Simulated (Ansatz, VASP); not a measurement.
## Sr in VASP and in Ansatz

Contents of INCAR:

```
PREC = Accurate ; ENCUT = 600
EDIFF = 1E-6 ; ISMEAR = 0
SIGMA = 0.1 ; LREAL = False
LASPH = True ; NELM = 80
ALGO = Normal ; ISIF = 3
LWAVE = False ; LCHARG = False
GGA = PS ; IBRION = 2
NSW = 80 ; EDIFFG = -0.01
```

Contents of KPOINTS:

```
Automatic mesh
0
Gamma
  8 8 8
```

POSCAR

```
Sr
1.0
    0.0000000000      4.6968518886      4.6968518886
    4.6968518886      0.0000000000      4.6968518886
    4.6968518886      4.6968518886      0.0000000000
Sr
2
Direct
    0.0000000000      0.0000000000      0.0000000000
    0.2500000000      0.2500000000      0.2500000000
```

Input for Ansatz:

```yaml
crystal:
  lattice:
    - [0.0, 4.6968518886, 4.6968518886]
    - [4.6968518886, 0.0, 4.6968518886]
    - [4.6968518886, 4.6968518886, 0.0]
  atoms:
    - { symbol: Sr, position: [0.0, 0.0, 0.0] }
    - { symbol: Sr, position: [0.25, 0.25, 0.25] }
basis:
  ecutwfc: 420
kpoints:
  mp_grid: { grid: [8, 8, 8] }
hamiltonian:
  xc: pbesol
scf:
  occupations: { method: gaussian, width: 0.1 }
output:
  forces: true
  stress: true
  eigenvalues: true
relax:
  adjacent_minimum: "off"
  f_tol: 0.01
  max_steps: 60
  cell: { stress_tol: 0.1 }
```

Alike in both runs: task relaxation of cell and atoms; functional PBEsol; k mesh 8 × 8 × 8; occupations gaussian, width 0.1 eV; no spin polarisation.

|  | VASP | Ansatz |
| --- | --- | --- |
| version | VASP 6.6.1 | Ansatz 0.2.0 |
| potentials or method | VASP PAW PBE potentials, release 64 (Sr_sv), cutoff 600 eV | scalar-relativistic, plane waves, PAW |
| valence electrons in the cell | 20 | 20 |

|  | VASP | Ansatz | Ansatz less VASP |
| --- | --- | --- | --- |
| gap on the k mesh at the Fermi level, each at its own relaxed structure (eV) | none | none | - |
| relaxed volume (Å³/atom) | 103.61 | 103.61 | 0.000 |
| relaxed length of the cell vector where the two differ most in proportion (Å) | 6.642 | 6.642 | 0.0000 |

VASP's potentials were made for PBE, not for PBEsol. A gap of «none» marks a metal or a gap that the smearing closes.

Noted on VASP's run: the relaxation stopped at its first step, so nothing moved.
